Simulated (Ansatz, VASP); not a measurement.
**Two plane-wave programs on SrTiO3**

File INCAR:

```
SYSTEM = SrTiO3
ALGO = Normal ; EDIFF = 1E-6
ENCUT = 520 ; GGA = PE
ISIF = 2 ; ISMEAR = 0
LASPH = .TRUE. ; LCHARG = .FALSE.
LDAU = .TRUE. ; LDAUJ = 0 0 0
LDAUL = -1 2 -1 ; LDAUPRINT = 1
LDAUTYPE = 2 ; LDAUU = 0 4 0
LMAXMIX = 4 ; LREAL = .FALSE.
LWAVE = .FALSE. ; NBANDS = 28
NELM = 150 ; PREC = Accurate
SIGMA = 0.02
```

Contents of KPOINTS:

```
k-points
0
G
  8 8 8
  0 0 0
```

POSCAR

```
SrTiO3
1.0
    3.9471298193      0.0000000000      0.0000000000
    0.0000000000      3.9471298193      0.0000000000
    0.3552416837      0.0000000000      3.9471298193
Sr Ti O
1 1 3
Direct
    0.0000000000      0.0000000000      0.0000000000
    0.5000000000      0.5000000000      0.5000000000
    0.5000000000      0.0000000000      0.5000000000
    0.5000000000      0.5000000000      0.0000000000
    0.0000000000      0.5000000000      0.5000000000
```

Input for Ansatz:

```yaml
crystal:
  lattice:
    - [3.9471298193, 0.0, 0.0]
    - [0.0, 3.9471298193, 0.0]
    - [0.3552416837, 0.0, 3.9471298193]
  atoms:
    - { symbol: Sr, position: [0.0, 0.0, 0.0] }
    - { symbol: Ti, position: [0.5, 0.5, 0.5] }
    - { symbol: O, position: [0.5, 0.0, 0.5] }
    - { symbol: O, position: [0.5, 0.5, 0.0] }
    - { symbol: O, position: [0.0, 0.5, 0.5] }
basis:
  ecutwfc: 420
kpoints:
  mp_grid: { grid: [8, 8, 8] }
  band_path: { path: [VBM, CBM], npoints: 2 }
hamiltonian:
  xc: pbe
  hubbard: { sites: [{ species: Ti, l: d, u_eff: 4.0 }] }
scf:
  occupations: { method: gaussian, width: 0.02 }
output:
  forces: true
  stress: true
  eigenvalues: true
checkpoint:
  read: start.run
  write: ck
  compress: false
  write_wavefunctions: false
  write_every: 100000
```

Alike in both runs: task single point; functional PBE; k mesh 8 × 8 × 8; occupations gaussian, width 0.02 eV; no spin polarisation; Hubbard terms Ti d U = 4.0 eV.

|  | VASP | Ansatz |
| --- | --- | --- |
| version | VASP 6.6.1 | Ansatz 0.2.0 |
| potentials or method | VASP PAW PBE potentials, release 64 (Sr_sv, Ti_sv, O), cutoff 520 eV | scalar-relativistic, plane waves, PAW |
| valence electrons in the cell | 40 | 40 |

```csv
,VASP,Ansatz,Ansatz less VASP
gap on the k mesh at the Fermi level (eV),1.99,2.01,+0.018
least direct gap on the mesh (eV),2.22,2.23,+0.013
pressure (GPa),3.0,0.3,-2.70
"traceless stress, the component that is largest in VASP (GPa)",-9.97,-10.01,-0.035
```

The programs project onto different local orbitals, so the same U acts differently, and such runs can settle in different states.
